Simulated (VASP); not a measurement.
# GaIr2 (P4/mmm) in VASP: further runs

GaIr2 is run at these levels: PBE; tasks: single point, relaxation of cell and atoms.

Everything below comes from runs of VASP 6.6.1. Logs are shortened: lines on timing, memory, paths and dates and some standing lists are left out, and cuts for length are marked.

## Step 1: The cell of the first run

Symmetry: P4/mmm, No. 123, tetragonal system. The conventional cell has a = 2.854 Å, b = 2.854 Å, c = 5.767 Å, α = 90.00°, β = 90.00°, γ = 90.00°. Ga (site symmetry 4/mmm) has 8 Ir at 2.60 Å and 4 Ga at 2.85 Å within 3.4 Å. Within 3.3 Å of Ir (site symmetry 4mm) lie 6 Ir at 2.50 to 3.27 Å and 4 Ga at 2.60 Å.

The cell was generated, and may not be a known phase.

## Step 2: Single point, PBE

Contents of INCAR:

```
PREC     = Accurate       # precision mode
ENCUT    = 520            # plane-wave cutoff, eV
EDIFF    = 1E-6           # SCF threshold, eV
ISMEAR   = 0              # smearing method
SIGMA    = 0.1            # smearing width, eV
LREAL    = F              # projectors in reciprocal space
LASPH    = T              # aspherical terms in the spheres
NELM     = 80             # most SCF steps
ALGO     = Fast           # electronic algorithm
ISIF     = 2              # what is computed and relaxed
LWAVE    = F              # write WAVECAR
LCHARG   = F              # write CHGCAR
GGA      = PE             # functional
NBANDS   = 22             # bands
```

Contents of KPOINTS:

```
Automatic mesh
0
Gamma
  16 16 8
```

Contents of POSCAR:

```
GaIr2
1.0
    2.8543026351      0.0000000000      0.0000000000
    0.0000000000      2.8543026351      0.0000000000
    0.0000000000      0.0000000000      5.7669261870
Ga Ir
1 2
Direct
    0.0000000000      0.0000000000      0.0000000000
    0.5000000000      0.5000000000      0.2835635995
    0.5000000000      0.5000000000      0.7164364005
```

Potentials or basis: VASP PAW PBE potentials, release 64 (Ga_d, Ir).

Started as:

```console
> cat potpaw_PBE.64/Ga_d/POTCAR potpaw_PBE.64/Ir/POTCAR > POTCAR
> mpirun -np 1 vasp_std > vasp.out
```

OUTCAR:

```text
PREC = Accurate
   ENCUT = 520
   EDIFF = 1E-6
   ISMEAR = 0
   LREAL = F
   LASPH = T
   NELM = 80
   ISIF = 2
   GGA = PE

 ion  position               nearest neighbor table
   1  0.000  0.000  0.000-   2 2.60   3 2.60   2 2.60   3 2.60   2 2.60   3 2.60   2 2.60   3 2.60

   2  0.500  0.500  0.284-   3 2.50   1 2.60   1 2.60   1 2.60   1 2.60   3 3.27
   3  0.500  0.500  0.716-   2 2.50   1 2.60   1 2.60   1 2.60   1 2.60   2 3.27

  LATTYP: Found a simple tetragonal cell.
 ALAT       =     2.8543026351
 C/A-ratio  =     2.0204326325

  Lattice vectors:

 A1 = (   2.8543026351,   0.0000000000,   0.0000000000)
 A2 = (   0.0000000000,   2.8543026351,   0.0000000000)
 A3 = (   0.0000000000,   0.0000000000,   5.7669261870)

Analysis of symmetry for initial positions (statically):
=====================================================================
 Subroutine PRICEL returns:
 Original cell was already a primitive cell.

 Routine SETGRP: Setting up the symmetry group for a
 simple tetragonal supercell.

 Subroutine GETGRP returns: Found 16 space group operations
 (whereof 16 operations were pure point group operations)
 out of a pool of 16 trial point group operations.

The static configuration has the point symmetry D_4h.

Analysis of symmetry for dynamics (positions and initial velocities):
=====================================================================
 Subroutine PRICEL returns:
 Original cell was already a primitive cell.

 Routine SETGRP: Setting up the symmetry group for a
 simple tetragonal supercell.

 Subroutine GETGRP returns: Found 16 space group operations
 (whereof 16 operations were pure point group operations)
 out of a pool of 16 trial point group operations.

The dynamic configuration has the point symmetry D_4h.

 Subroutine INISYM returns: Found 16 space group operations
 (whereof 16 operations are pure point group operations),
 and found     1 'primitive' translations

----------------------------------------------------------------------------------------

                                     Primitive cell

  volume of cell :      46.9834

  direct lattice vectors                    reciprocal lattice vectors
     2.854302635  0.000000000  0.000000000     0.350348273  0.000000000  0.000000000
     0.000000000  2.854302635  0.000000000     0.000000000  0.350348273  0.000000000
     0.000000000  0.000000000  5.766926187     0.000000000  0.000000000  0.173402601

  length of vectors
     2.854302635  2.854302635  5.766926187     0.350348273  0.350348273  0.173402601

  position of ions in fractional coordinates (direct lattice)
     0.000000000  0.000000000  0.000000000
     0.500000000  0.500000000  0.283563599
     0.500000000  0.500000000  0.716436401

  ion indices of the primitive-cell ions
   primitive index   ion index
                 1           1
                 2           2
                 3           3

----------------------------------------------------------------------------------------

 KPOINTS: Automatic mesh

Automatic generation of k-mesh.
 Grid dimensions read from file:
 generate k-points for:   16   16    8

 Generating k-lattice:

  Cartesian coordinates                     Fractional coordinates (reciprocal lattice)
     0.021896767  0.000000000  0.000000000     0.062500000  0.000000000  0.000000000
     0.000000000  0.021896767  0.000000000     0.000000000  0.062500000  0.000000000
     0.000000000  0.000000000  0.021675325     0.000000000  0.000000000  0.125000000

  Length of vectors
     0.021896767  0.021896767  0.021675325

  Shift w.r.t. Gamma in fractional coordinates (k-lattice)
     0.000000000  0.000000000  0.000000000

 Subroutine IBZKPT returns following result:
 ===========================================

 Found    225 irreducible k-points:

 Following reciprocal coordinates:
            Coordinates               Weight
  0.000000  0.000000  0.000000      1.000000
  0.062500  0.000000  0.000000      4.000000
  0.125000  0.000000  0.000000      4.000000
  0.187500  0.000000  0.000000      4.000000
  0.250000  0.000000  0.000000      4.000000
  0.312500  0.000000  0.000000      4.000000
[... 16 lines left out ...]
  0.437500  0.125000  0.000000      8.000000
  0.500000  0.125000  0.000000      4.000000
 [... further k-points ...]
   k-points           NKPTS =    225   k-points in BZ     NKDIM =    225   number of bands    NBANDS=     22
   number of dos      NEDOS =    301   number of ions     NIONS =      3
   total plane-waves  NPLWV =  27648
   dimension x,y,z NGX =    24 NGY =   24 NGZ =   48
   dimension x,y,z NGXF=    48 NGYF=   48 NGZF=   96
   ions per type =               1   2
   NGX,Y,Z   is equivalent  to a cutoff of  13.98, 13.98, 13.84 a.u.
   NGXF,Y,Z  is equivalent  to a cutoff of  27.96, 27.96, 27.67 a.u.
 SYSTEM =  unknown system
   PREC   = accura    normal or accurate (medium, high low for compatibility)
   ISTART =      0    job   : 0-new  1-cont  2-samecut
   ICHARG =      2    charge: 1-file 2-atom 10-const
   ISPIN  =      1    spin polarized calculation?
   LNONCOLLINEAR =      F non collinear calculations
   LSORBIT =      F    spin-orbit coupling
   LASPH  =      T    aspherical Exc in radial PAW
   ENCUT  =  520.0 eV  38.22 Ry    6.18 a.u.   5.31  5.31 10.72*2*pi/ulx,y,z
   NELM   =     80;   NELMIN=  2; NELMDL= -5     # of ELM steps
   EDIFF  = 0.1E-05   stopping-criterion for ELM
   LREAL  =      F    real-space projection
   EDIFFG = 0.1E-04   stopping-criterion for IOM
   NSW    =      0    number of steps for IOM
   IBRION =     -1    ionic relax: 0-MD 1-quasi-New 2-CG
   NFREE  =      0    steps in history (QN), initial steepest desc. (CG)
   ISIF   =      2    stress and relaxation
   ISYM   =      2    0-nonsym 1-usesym 2-fastsym
   POTIM  = 0.5000    time-step for ionic-motion
   TEBEG  =    0.0;   TEEND  =   0.0 temperature during run
   PSTRESS=    0.0 pullay stress
   NELECT =      31.0000    total number of electrons
   NUPDOWN=      -1.0000    fix difference up-down
   EMIN   =  10.00;   EMAX   =-10.00  energy-range for DOS
   EFERMI =   0.00;   METHOD = LEGACY
   ISMEAR =     0;   SIGMA  =   0.10  broadening in eV -4-tet -1-fermi 0-gaus
   EFERMI_NEDOS =   21; number of points for ismear=-14 and -15
   IALGO  =     68    algorithm
   IMIX   =      4    mixing-type and parameters
     AMIX     =   0.40;   BMIX     =  1.00
     AMIX_MAG =   1.60;   BMIX_MAG =  1.00
  volume/ion in A,a.u.               =      15.66       105.69
  Fermi-wavevector in a.u.,A,eV,Ry     =   1.425216  2.693267 27.636694  2.031240
  Thomas-Fermi vector in A             =   2.545624
   LORBIT       =      0    0 simple, 1 ext, 2 COOP (PROOUT), +10 PAW based schemes
   GGA     = PE    functional components
   LHFCALC =     F    Hartree Fock is set to
   AEXX    =    0.0000 exact exchange contribution
   IVDW    =     0    specifies the selected vdW correction
   LEPSILON=     F    determine dielectric tensor
   LRPA    =     F    only Hartree local field effects (RPA)
 non-spin polarized calculation
 RMM-DIIS sequential band-by-band and
 Gauss-broadening in eV      SIGMA  =   0.10
  energy-cutoff  :      520.00
  volume of cell :       46.98
 maximum number of plane-waves:      1302
 NGX is ok and might be reduce to    24
   NGX = 11   NGY = 11   NGZ = 21

 number of electron      31.0000013 magnetization

 Free energy of the ion-electron system (eV)
  ---------------------------------------------------
  ext. energy  EPLUGINS =         0.00000000
  ---------------------------------------------------
  free energy    TOTEN  =       -20.02408394 eV

  energy without entropy =      -20.00637823  energy(sigma->0) =      -20.01523109

 E-fermi :   7.6033     XC(G=0): -12.8013

 val. band max:        7.6005265904   @ k =   0.1250   0.1250   0.0000
 cond. band min:       7.6077984922   @ k =   0.1250   0.0625   0.1250
 fundamental gap:      0.0072719018
 Fermi energy:         7.6033306562

 k-point     1 :       0.0000    0.0000    0.0000
  band No.  band energies     occupation
      1      -7.2215      2.00000
      2      -7.0494      2.00000
      3      -6.8886      2.00000
      4      -6.8886      2.00000
      5      -6.8473      2.00000
      6      -3.5620      2.00000
[... 14 lines left out ...]
     21      18.5753      0.00000
     22      18.9452      0.00000

 k-point     2 :       0.0625    0.0000    0.0000
  band No.  band energies     occupation
      1      -7.2132      2.00000
      2      -7.0424      2.00000
      3      -6.8961      2.00000
      4      -6.8885      2.00000
      5      -6.8525      2.00000
      6      -3.4865      2.00000
[... 14 lines left out ...]
     21      18.6833      0.00000
     22      19.1831      0.00000

 k-point     3 :       0.1250    0.0000    0.0000
  band No.  band energies     occupation
      1      -7.1916      2.00000
      2      -7.0205      2.00000
      3      -6.9174      2.00000
      4      -6.8883      2.00000
      5      -6.8674      2.00000
      6      -3.2634      2.00000
[... 14 lines left out ...]
     21      18.9682      0.00000
     22      19.4424      0.00000

 k-point     4 :       0.1875    0.0000    0.0000
  band No.  band energies     occupation
      1      -7.1652      2.00000
      2      -6.9831      2.00000
      3      -6.9487      2.00000
      4      -6.8895      2.00000
      5      -6.8881      2.00000
      6      -2.9023      2.00000
[... 14 lines left out ...]
     21      18.8763      0.00000
     22      19.3220      0.00000

 k-point     5 :       0.2500    0.0000    0.0000
  band No.  band energies     occupation
      1      -7.1413      2.00000
      2      -6.9847      2.00000
      3      -6.9336      2.00000
      4      -6.9153      2.00000
      5      -6.8879      2.00000
      6      -2.4190      2.00000
[... 417 lines left out ...]
 k-point    22 :       0.3750    0.1250    0.0000
  band No.  band energies     occupation
      1      -7.0543      2.00000
      2      -7.0452      2.00000
      3      -6.9947      2.00000
      4      -6.9127      2.00000
      5      -6.8337      2.00000
      6      -0.9413      2.00000
[... 14 lines left out ...]
     21      15.6373      0.00000
     22      16.8952      0.00000

 k-point    23 :       0.4375    0.1250    0.0000
  band No.  band energies     occupation
      1      -7.0641      2.00000
      2      -7.0458      2.00000
      3      -7.0102      2.00000
      4      -6.9124      2.00000
      5      -6.8038      2.00000
      6      -0.2990      2.00000
[... 14 lines left out ...]
     21      14.7565      0.00000
     22      17.1442      0.00000

 k-point    24 :       0.5000    0.1250    0.0000
  band No.  band energies     occupation
      1      -7.0707      2.00000
      2      -7.0428      2.00000
      3      -7.0158      2.00000
      4      -6.9123      2.00000
      5      -6.7933      2.00000
      6       0.1065      2.00000
[... 14 lines left out ...]
     21      14.2695      0.00000
     22      17.3245      0.00000

 [... further k-points ...]

------------------------ aborting loop because EDIFF is reached ----------------------------------------

  FORCE on cell =-STRESS in cart. coord.  units (eV):
  Direction    XX          YY          ZZ          XY          YZ          ZX
  --------------------------------------------------------------------------------------
  -------------------------------------------------------------------------------------
  Total        0.1401065      0.1401065      0.1210461      0.0000000      0.0000000      0.0000000
  in kB        4.7777609      4.7777609      4.1277833      0.0000000      0.0000000      0.0000000
  external PRESSURE =       4.5611017 kB  Pullay stress =       0.0000000 kB

 VOLUME and BASIS-vectors are now :
 -----------------------------------------------------------------------------
  energy-cutoff  :      520.00
  volume of cell :       46.98
      direct lattice vectors                 reciprocal lattice vectors
     2.854302635  0.000000000  0.000000000     0.350348273  0.000000000  0.000000000
     0.000000000  2.854302635  0.000000000     0.000000000  0.350348273  0.000000000
     0.000000000  0.000000000  5.766926187     0.000000000  0.000000000  0.173402601

 POSITION                                       TOTAL-FORCE (eV/Angst)
 -----------------------------------------------------------------------------------
      0.00000      0.00000      0.00000         0.000000      0.000000     -0.000000
      1.42715      1.42715      1.63529        -0.000000     -0.000000      0.030559
      1.42715      1.42715      4.13164         0.000000     -0.000000     -0.030559
 -----------------------------------------------------------------------------------
    total drift:                                0.000000     -0.000000      0.000000

  FREE ENERGIE OF THE ION-ELECTRON SYSTEM (eV)
  ---------------------------------------------------
  free  energy   TOTEN  =       -20.0240839392 eV

  energy  without entropy=      -20.0063782334  energy(sigma->0) =      -20.01523109
```

It took 3.9 min on 1 thread of Oxide Virtual Turin-like, shared host; peak memory 0.31 GiB.

What came out:

| Property | Result |
| --- | --- |
| Free energy | -20.0241 eV |
| Pressure | 0.5 GPa |
| Largest force | 0.031 eV/Å |
| Band gap on the k mesh | zero (an odd number of electrons rules out a gap without spin polarisation) |

Forces in eV/Å, atoms in the order of the input:
```
Ga   0.000  0.000  0.000
Ir   0.000  0.000  0.031
Ir   0.000  0.000 -0.031
```

Levels at points of the mesh, in eV from the Fermi level:
```
           k point  band 13  band 14  band 15  band 16  band 17  band 18
(0.00, 0.00, 0.00)    -2.21     0.21     0.22     0.22     0.43     1.05
(0.50, 0.00, 0.00)    -1.55    -1.10    -0.15     0.35     1.55     1.84
(0.50, 0.50, 0.00)     0.31     0.31     1.58     1.72     1.77     2.09
(0.00, 0.00, 0.50)    -1.50    -0.84    -0.84     0.21     0.43     2.05
(0.50, 0.00, 0.50)    -1.45    -1.44    -1.29    -0.04     1.11     2.37
(0.50, 0.50, 0.50)    -1.19     1.60     1.75     2.78     3.72     3.72
```

Caveat: spin-orbit coupling is left out, which moves the levels of the heavy elements.

## Step 3: Relaxation of cell and atoms, PBE

Contents of INCAR:

```
SYSTEM = GaIr2
ALGO = Fast
EDIFF = 1E-6
EDIFFG = -0.01
ENCUT = 600
GGA = PE
IBRION = 2
ISIF = 3
ISMEAR = 0
LASPH = .True.
LCHARG = .False.
LREAL = .False.
LWAVE = .False.
NELM = 100
NSW = 100
PREC = Accurate
SIGMA = 0.1
```

Contents of KPOINTS:

```
k-points
0
Gamma
  16 16 8
  0 0 0
```

Contents of POSCAR:

```
GaIr2
1.0
    2.8577139729      0.0000000000      0.0000000000
    0.0000000000      2.8577139729      0.0000000000
    0.0000000000      0.0000000000      5.7582050964
Ga Ir
1 2
Direct
    0.0000000000      0.0000000000      0.0000000000
    0.5000000000      0.5000000000      0.2838253500
    0.5000000000      0.5000000000      0.7161746500
```

Potentials or basis: VASP PAW PBE potentials, release 64 (Ga_d, Ir).

Started as:

```console
> cat potpaw_PBE.64/Ga_d/POTCAR potpaw_PBE.64/Ir/POTCAR > POTCAR
> mpirun -np 1 vasp_std > vasp.out
```

Wall time 8.9 min (1 thread of Oxide Virtual Turin-like, shared host); peak memory 0.35 GiB.

It converged, with:

- Free energy: -20.0243 eV
- Relaxed volume: 15.70 Å³/atom
- Relaxed cell: a = 2.857 Å, b = 2.857 Å, c = 5.769 Å, α = 90.00°, β = 90.00°, γ = 90.00°
- Space group after relaxing (to 0.1 Å): P4/mmm (No. 123)
- Energy gained by relaxing: 0.1 meV/atom
- Ionic steps: 8
- Pressure after relaxing: -0.1 GPa
- Largest force after relaxing: 0.007 eV/Å
- Band gap on the k mesh: zero (an odd number of electrons rules out a gap without spin polarisation)

Forces in eV/Å, atoms in the order of the input:
```
Ga   0.000  0.000  0.000
Ir   0.000  0.000  0.007
Ir   0.000  0.000 -0.007
```

The path:
```
step  energy change (eV)  largest force (eV/Å)  pressure (GPa)  volume (Å³)
   1              0.0000                0.0426            0.40        47.02
   2              0.0004                0.0438           -0.89        47.29
   3             -0.0002                0.0162           -0.04        47.12
   4             -0.0002                0.0066           -0.14        47.13
   5             -0.0002                0.0109           -0.07        47.13
   6             -0.0002                0.0085           -0.12        47.13
   7             -0.0002                0.0240           -0.01        47.09
   8             -0.0002                0.0074           -0.05        47.10
```

Final structure:
```
Ga Ir
1.0
     2.85746    0.00000    0.00000
     0.00000    2.85746    0.00000
     0.00000    0.00000    5.76890
Ga Ir
1 2
Cartesian
  2.8575 0.0000 0.0000
  1.4287 1.4287 1.6361
  1.4287 1.4287 4.1328
```

Levels at points of the mesh, in eV from the Fermi level:
| k point | band 13 | band 14 | band 15 | band 16 | band 17 | band 18 |
| --- | --- | --- | --- | --- | --- | --- |
| (0.00, 0.00, 0.00) | -2.21 | 0.20 | 0.22 | 0.22 | 0.42 | 1.05 |
| (0.50, 0.00, 0.00) | -1.55 | -1.10 | -0.15 | 0.35 | 1.55 | 1.85 |
| (0.50, 0.50, 0.00) | 0.31 | 0.31 | 1.57 | 1.71 | 1.76 | 2.07 |
| (0.00, 0.00, 0.50) | -1.51 | -0.84 | -0.84 | 0.20 | 0.42 | 2.06 |
| (0.50, 0.00, 0.50) | -1.44 | -1.43 | -1.29 | -0.04 | 1.11 | 2.36 |
| (0.50, 0.50, 0.50) | -1.19 | 1.59 | 1.74 | 2.77 | 3.72 | 3.72 |

Caveat: spin-orbit coupling is left out, which moves the levels of the heavy elements.
